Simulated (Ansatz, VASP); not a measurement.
Ta: VASP beside Ansatz

The input POSCAR:

```
Ta
1.0
   -1.7432021208      1.7432021208      1.4817218027
    1.7432021208     -1.7432021208      1.4817218027
    1.7432021208      1.7432021208     -1.4817218027
Ta
1
Direct
    0.0000000000      0.0000000000      0.0000000000
```

The input INCAR.step1:

```
SYSTEM = Ta
  ALGO = Normal
  EDIFF = 1E-4
  ENCUT = 520
  GGA = PE
  ISMEAR = 0
  LASPH = .TRUE.
  LCHARG = .FALSE.
  LREAL = .FALSE.
  LWAVE = .TRUE.
  NBANDS = 12
  NELM = 60
  PREC = Accurate
  SIGMA = 0.15
```

INCAR.step2

```
SYSTEM = Ta
  ALGO = Normal
  EDIFF = 1E-6
  ENCUT = 520
  ISIF = 2
  ISMEAR = 0
  ISTART = 1
  LASPH = .TRUE.
  LCHARG = .FALSE.
  LMIXTAU = .TRUE.
  LREAL = .FALSE.
  LWAVE = .FALSE.
  METAGGA = R2SCAN
  NBANDS = 12
  NELM = 60
  PREC = Accurate
  SIGMA = 0.15
```

Contents of KPOINTS:

```
k-points
0
G
  22 22 22
  0 0 0
```

Input for Ansatz:

```yaml
crystal:
  lattice:
    - [-1.7432021208, 1.7432021208, 1.4817218027]
    - [1.7432021208, -1.7432021208, 1.4817218027]
    - [1.7432021208, 1.7432021208, -1.4817218027]
  atoms:
    - { symbol: Ta, position: [0.0, 0.0, 0.0] }
basis:
  ecutwfc: 500
kpoints:
  mp_grid: { grid: [22, 22, 22] }
hamiltonian:
  xc: r2scan
scf:
  occupations: { method: gaussian, width: 0.15 }
output:
  forces: true
  stress: true
  eigenvalues: true
```

Alike in both runs: task single point; functional r2SCAN; k mesh 22 × 22 × 22; occupations gaussian, width 0.15 eV; no spin polarisation.

```csv
,VASP,Ansatz
version,VASP 6.6.1,Ansatz 0.2.0
potentials or method,"VASP PAW PBE potentials, release 64 (Ta_pv), cutoff 520 eV","scalar-relativistic, plane waves, PAW"
valence electrons in the cell,11,13
```

VASP gave:

- gap on the k mesh at the Fermi level (eV): none
- pressure (GPa): 3.7
- traceless stress, the component that is largest in VASP (GPa): 8.26

Which values does Ansatz return?

gap on the k mesh at the Fermi level (eV): none; pressure (GPa): 3.1; traceless stress, the component that is largest in VASP (GPa): 8.35.

VASP's potentials were made for PBE, not for r2SCAN. A gap of «none» marks a metal or a gap that the smearing closes. The functional is the same, so the differences come from potentials, cutoffs and numerics. VASP's potentials hold 11 valence electrons a cell and Ansatz's 13, so a difference there can come from the potentials and not from the codes.

Spin-orbit coupling is off throughout.
